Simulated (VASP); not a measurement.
## AlO6: single point with PBE

The system is AlO6.

```
CELL_PARAMETERS angstrom
2.65849 1.53488 3.44570
-2.65849 1.53488 3.44570
0.00000 -3.06976 3.44570
ATOMIC_POSITIONS crystal
Al 0.00000 0.00000 0.00000
O 0.06909 0.55348 0.06909
O 0.93091 0.44652 0.93091
O 0.55348 0.06909 0.06909
O 0.44652 0.93091 0.93091
O 0.06909 0.06909 0.55348
O 0.93091 0.93091 0.44652
```

| Property | Result |
| --- | --- |
| Program | VASP 6.6.1 |
| Task | single point |
| Functional | PBE |
| Potentials or basis | VASP PAW PBE potentials, release 64 (Al, O) |
| Cutoff | 520 eV |
| k mesh | 4 × 4 × 4 |
| Occupations | gaussian, width 0.2 eV |
| Spin | no spin polarisation |

| Property | Result |
| --- | --- |
| Pressure | 1.3 GPa |
| Largest force | 0.394 eV/Å |

Forces in eV/Å, atoms in the order of the input:
```
Al   0.000  0.000  0.000
O    0.011 -0.007  0.394
O   -0.011  0.007 -0.394
O   -0.011 -0.007  0.394
O    0.011  0.007 -0.394
O    0.000  0.013  0.394
O    0.000 -0.013 -0.394
```

Stress tensor (GPa, compression positive):
```
0.42 0.00 0.00
0.00 0.42 0.00
0.00 0.00 3.00
```

Levels at points of the mesh, in eV from the Fermi level:
| k point | band 18 | band 19 | band 20 | band 21 | band 22 | band 23 |
| --- | --- | --- | --- | --- | --- | --- |
| (0.00, 0.00, 0.00) | -1.43 | 0.25 | 0.25 | 0.81 | 5.92 | 5.92 |
| (0.50, 0.00, 0.00) | -0.97 | -0.56 | -0.33 | 0.48 | 6.02 | 6.28 |
| (0.50, 0.50, 0.00) | -0.79 | -0.53 | -0.44 | 0.26 | 5.24 | 6.30 |
| (0.50, 0.50, 0.50) | -1.10 | 0.08 | 0.40 | 0.40 | 4.23 | 7.00 |

Wall time 34 s on 1 thread of Intel(R) Xeon(R) Platinum 8488C (Sapphire Rapids) (shared host), peak memory 0.2 GiB.

Caveat: the k points lie up to 0.37 Å⁻¹ apart; an odd number of electrons without spin polarisation forces a metal; a magnetic or distorted state may lie lower.
